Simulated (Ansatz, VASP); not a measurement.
# Os: VASP beside Ansatz

```
CELL_PARAMETERS angstrom
0.00000 1.91871 1.91871
1.91871 0.00000 1.91871
1.91871 1.91871 0.00000
ATOMIC_POSITIONS crystal
Os 0.00000 0.00000 0.00000
```

Change from the starting cell: volume scaled by 0.96.

Alike in both runs: task single point; functional PBEsol; k mesh 14 × 14 × 14; occupations fermi-dirac, width 0.05 eV; no spin polarisation.

|  | VASP | Ansatz |
| --- | --- | --- |
| version | VASP 6.6.1 | Ansatz 0.2.0 |
| potentials or method | VASP PAW PBE potentials, release 64 (Os), cutoff 600 eV | all-electron LAPW, scalar-relativistic |

VASP gave:

| Property | Result |
| --- | --- |
| pressure (GPa) | -4.7 |

Question: Estimate Ansatz's values.

Answer: Pressure (GPa): -5.1.

VASP's potentials were made for PBE, not for PBEsol. Ansatz ran all-electron here, and VASP with PAW potentials.

Spin-orbit coupling is off throughout.
